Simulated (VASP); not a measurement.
Set up this calculation in VASP 6.6.1, as the native input.

- Task: single point
- Functional: PBEsol
- Potentials or basis: VASP PAW PBE potentials, release 64 (Ta_pv, Si)
- Cutoff: 520 eV
- k mesh: 14 × 14 × 14
- Occupations: fermi-dirac, width 0.05 eV
- Spin: no spin polarisation
- Dipole correction: no
- Further INCAR settings: ALGO = Normal; EDIFF = 1e-06; NBANDS = 14

The structure of TaSi (CsCl type) lies in POSCAR:

```
TaSi
1.0
    3.0714922894      0.0000000000      0.0000000000
    0.0000000000      3.0714922894      0.0000000000
    0.0000000000      0.0000000000      3.0714922894
Ta Si
1 1
Direct
    0.0000000000      0.0000000000      0.0000000000
    0.5000000000      0.5000000000      0.5000000000
```

This cell differs from its parent crystal: volume scaled by 0.95.

One way to write it, as run:

INCAR

```
SYSTEM = TaSi
  PREC = Accurate
  ENCUT = 520
  EDIFF = 1E-6
  ISMEAR = -1
  SIGMA = 0.05
  LREAL = .FALSE.
  LASPH = .TRUE.
  NELM = 100
  ALGO = Normal
  ISIF = 2
  LWAVE = .FALSE.
  LCHARG = .FALSE.
  GGA = PS
  NBANDS = 14
```

KPOINTS

```
Automatic mesh
0
G
  14 14 14
  0 0 0
```

Potentials or basis: VASP PAW PBE potentials, release 64 (Ta_pv, Si).

Command:

```console
$ cat potpaw_PBE.64/Ta_pv/POTCAR potpaw_PBE.64/Si/POTCAR > POTCAR
$ mpirun -np 1 vasp_std > vasp.out
```

Results of the run:

| Quantity | Value |
| --- | --- |
| Pressure | 11.6 GPa |

Caveat: the PAW data sets were made with another functional, which shifts forces and pressure a little.

Run time: 11 s on 1 thread of Intel(R) Xeon(R) 6975P-C (Granite Rapids), on a shared host, peak memory 0.17 GiB.
